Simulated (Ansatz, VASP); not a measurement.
TiSi: VASP beside Ansatz

```
CELL_PARAMETERS angstrom
4.21990 0.00000 0.00000
0.00000 2.00567 2.06599
0.00000 -2.00567 2.06599
ATOMIC_POSITIONS crystal
Ti 0.00000 0.05073 0.05073
Si 0.50000 0.55077 0.55077
```

Change from the starting cell: strain +0.1125 x Voigt [1, 1, 0, 0, 0, 0], atoms carried along.

Alike in both runs: task single point; functional PBEsol; k mesh 16 × 22 × 22; occupations gaussian, width 0.15 eV; no spin polarisation.

```csv
,VASP,Ansatz
version,VASP 6.6.1,Ansatz 0.2.0
potentials or method,"VASP PAW PBE potentials, release 64 (Ti_sv, Si), cutoff 520 eV","scalar-relativistic, plane waves, PAW"
valence electrons in the cell,16,16
```

VASP gave:

```
gap on the k mesh at the Fermi level (eV)                     : none
pressure (GPa)                                                : -20.7
traceless stress, the component that is largest in VASP (GPa) : -4.84
```

Problem. Which values does Ansatz return?

Solution. gap on the k mesh at the Fermi level (eV): none; pressure (GPa): -20.7; traceless stress, the component that is largest in VASP (GPa): -4.88.

VASP's potentials were made for PBE, not for PBEsol. A gap of «none» marks a metal or a gap that the smearing closes.
